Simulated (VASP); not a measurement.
A run of VASP 6.6.1 is set up as follows.

File INCAR:

```
SYSTEM = Ba2SeS
ALGO     = Normal         ! electronic algorithm
EDIFF    = 1E-6           ! SCF threshold, eV
ENCUT    = 520            ! plane-wave cutoff, eV
GGA      = PE             ! functional
ISIF     = 2              ! what is computed and relaxed
ISMEAR   = 0              ! smearing method
LASPH    = .True.         ! aspherical terms in the spheres
LCHARG   = .False.        ! write CHGCAR
LREAL    = .False.        ! projectors in reciprocal space
LWAVE    = .False.        ! write WAVECAR
NBANDS   = 24             ! bands
NELM     = 80             ! most SCF steps
PREC     = Accurate       ! precision mode
SIGMA    = 0.01           ! smearing width, eV
```

KPOINTS

```
k-points
0
Gamma
  6 6 6
  0 0 0
```

The input POSCAR:

```
Ba2SeS
1.0
    2.3098706321      1.3336044313      7.5494506747
   -2.3098706321      1.3336044313      7.5494506747
    0.0000000000     -2.6672088625      7.5494506747
S Se Ba
1 1 2
Direct
    1.0000000000      0.0000000000      0.0000000000
    0.5000000000      0.5000000000      0.5000000000
    0.2526674855      0.2526674855      0.2526674855
    0.7473325145      0.7473325145      0.7473325145
```

Potentials or basis: VASP PAW PBE potentials, release 64 (S, Se, Ba_sv).

The run is started by

```bash
$ cat potpaw_PBE.64/S/POTCAR potpaw_PBE.64/Se/POTCAR potpaw_PBE.64/Ba_sv/POTCAR > POTCAR
$ mpirun -np 1 vasp_std > vasp.out
```

(1) Estimate the band gap on the k mesh.

(2) Predict the pressure.

(3) Predict the largest force.

## Answers

(1) 1.99 eV (least direct gap 2.19 eV).

(2) 0.6 GPa.

(3) 0.017 eV/Å.

Caveat: spin-orbit coupling is left out, which moves the levels of the heavy elements.
